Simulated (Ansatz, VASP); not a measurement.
## Two plane-wave programs on GaAs

```
Ga As
1.0
     0.00000    2.83309    2.83309
     2.71551    0.00000    2.83309
     2.71551    2.83309    0.00000
Ga As
1 1
Direct
  0.00000 0.00000 0.00000
  0.25000 0.25000 0.25000
```

Change from the starting cell: uniaxial_x strain -4.2%.

Alike in both runs: task single point; functional r2SCAN; k mesh 8 × 8 × 8; no spin polarisation.

|  | VASP | Ansatz |
| --- | --- | --- |
| version | VASP 6.6.1 | Ansatz 0.2.0 |
| potentials or method | VASP PAW PBE potentials, release 64 (Ga_d, As) | plane waves, PAW |
| plane-wave cutoff (eV) | 520 | 500 |
| occupations | gaussian, width 0.01 eV | fixed |
| valence electrons in the cell | 18 | 28 |

```tsv
	VASP	Ansatz	Ansatz less VASP
gap on the k mesh at the Fermi level (eV)	1.11	1.13	+0.020
pressure (GPa)	3.5	3.4	-0.12
traceless stress, the component that is largest in VASP (GPa)	1.77	1.77	-0.001
```

VASP's potentials were made for PBE, not for r2SCAN. VASP's potentials hold 18 valence electrons a cell and Ansatz's 28, so a difference there can come from the potentials and not from the codes.
